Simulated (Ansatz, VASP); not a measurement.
Two plane-wave programs on VSi

```
CELL_PARAMETERS angstrom
2.62692 0.00000 0.00000
0.00000 2.62692 0.00000
0.00000 0.00000 3.72122
ATOMIC_POSITIONS crystal
V 0.50000 0.50000 0.50000
Si 0.00000 0.00000 0.00000
```

Alike in both runs: functional PBE; k mesh 22 × 22 × 14; occupations gaussian, width 0.1 eV; no spin polarisation.

Ansatz relaxed the structure, and its values are those at the end. VASP's run is a single point on that final structure, the one shown.

|  | VASP | Ansatz |
| --- | --- | --- |
| version | VASP 6.6.1 | Ansatz 0.2.0 |
| potentials or method | VASP PAW PBE potentials, release 64 (V_sv, Si), cutoff 520 eV | scalar-relativistic, plane waves, PAW |
| valence electrons in the cell | 17 | 17 |

```csv
,VASP,Ansatz,Ansatz less VASP
gap on the k mesh at the Fermi level (eV),none,none,-
pressure (GPa),0.1,0.0,-0.06
```

A gap of «none» marks a metal or a gap that the smearing closes. With one functional, cell and mesh, what is left measures potentials, basis and numerics.
